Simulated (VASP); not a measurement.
Here is a VASP 6.6.1 calculation.

File INCAR:

```
PREC     = Accurate       # precision mode
ENCUT    = 520            # plane-wave cutoff, eV
EDIFF    = 1E-6           # SCF threshold, eV
ISMEAR   = 0              # smearing method
SIGMA    = 0.1            # smearing width, eV
LREAL    = False          # projectors in reciprocal space
LASPH    = True           # aspherical terms in the spheres
NELM     = 100            # most SCF steps
ALGO     = Normal         # electronic algorithm
ISIF     = 2              # what is computed and relaxed
LWAVE    = False          # write WAVECAR
LCHARG   = True           # write CHGCAR
GGA      = PE             # functional
LELF     = True           # ELF
LVHAR    = True         
NBANDS   = 26             # bands
```

File KPOINTS:

```
Automatic mesh
0
Gamma
  6 6 6
```

File POSCAR:

```
GeSbTe3
1.0
    2.1034800504      1.2144447733      9.8714625907
   -2.1034800504      1.2144447733      9.8714625907
    0.0000000000     -2.4288895466      9.8714625907
Ge Sb Te
1 1 3
Direct
    0.5978230000      0.5978230000      0.5978230000
    0.3977000000      0.3977000000      0.3977000000
    0.9983600000      0.9983600000      0.9983600000
    0.7925750000      0.7925750000      0.7925750000
    0.2135430000      0.2135430000      0.2135430000
```

Potentials or basis: VASP PAW PBE potentials, release 64 (Ge_d, Sb, Te).

Launch:

```sh
$ cat potpaw_PBE.64/Ge_d/POTCAR potpaw_PBE.64/Sb/POTCAR potpaw_PBE.64/Te/POTCAR > POTCAR
$ mpirun -np 1 vasp_std > vasp.out
```

Q: What does it give for the pressure?

A: 0.0 GPa.

Q: Estimate the largest force.

A: 0.082 eV/Å.

Stress tensor (GPa, compression positive):
```
0.01 0.00 0.00
0.00 0.01 0.00
0.00 0.00 0.10
```
